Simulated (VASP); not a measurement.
Input of a VASP 6.6.1 run:

Contents of INCAR:

```
ALGO     = Normal         # electronic algorithm
EDIFF    = 1E-7           # SCF threshold, eV
EDIFFG   = -0.04          # ionic threshold
ENCUT    = 600            # plane-wave cutoff, eV
GGA      = PE             # functional
IBRION   = 2              # ionic algorithm
ISIF     = 3              # what is computed and relaxed
ISMEAR   = 0              # smearing method
LASPH    = T              # aspherical terms in the spheres
LCHARG   = F              # write CHGCAR
LREAL    = F              # projectors in reciprocal space
LWAVE    = F              # write WAVECAR
NELM     = 100            # most SCF steps
NSW      = 90             # ionic steps
PREC     = Accurate       # precision mode
SIGMA    = 0.1            # smearing width, eV
```

File KPOINTS:

```
k-points
0
Gamma
  6 6 2
```

File POSCAR:

```
Mg2CdTe3
1.0
    4.2399877000      0.0000000000      0.0000000000
   -2.1199938500      3.6719370600      0.0000000000
    0.0000000000      0.0000000000     10.3858063900
Mg Cd Te
2 1 3
Direct
    0.0000000000      0.0000000000      0.0000000000
    0.3333333300      0.6666666700      0.6666666700
    0.6666666700      0.3333333300      0.3333333300
    0.6666666700      0.3333333300      0.0833333300
    0.3333333300      0.6666666700      0.4166666700
    0.0000000000      0.0000000000      0.7500000000
```

Potentials or basis: VASP PAW PBE potentials, release 64 (Mg, Cd, Te).

Launch:

```sh
$ cat potpaw_PBE.64/Mg/POTCAR potpaw_PBE.64/Cd/POTCAR potpaw_PBE.64/Te/POTCAR > POTCAR
$ mpirun -np 1 vasp_std > vasp.out
```

Task: What does it give for the relaxed volume?

Result: 35.06 Å³/atom.

Task: What does it give for the relaxed cell?

Result: a = 4.632 Å, b = 4.632 Å, c = 11.322 Å, α = 90.00°, β = 90.00°, γ = 120.00°.

Task: Estimate the band gap on the k mesh.

Result: 1.45 eV.

Forces on the atoms (eV/Å):
```
Mg   0.000  0.000 -0.007
Mg   0.000  0.000 -0.011
Cd   0.000  0.000  0.002
Te   0.000  0.000 -0.009
Te   0.000  0.000  0.009
Te   0.000  0.000  0.016
```

Caveat: the volume moved by over 15 % at a fixed basis, so the end points are rough; spin-orbit coupling is left out, which moves the levels of the heavy elements.
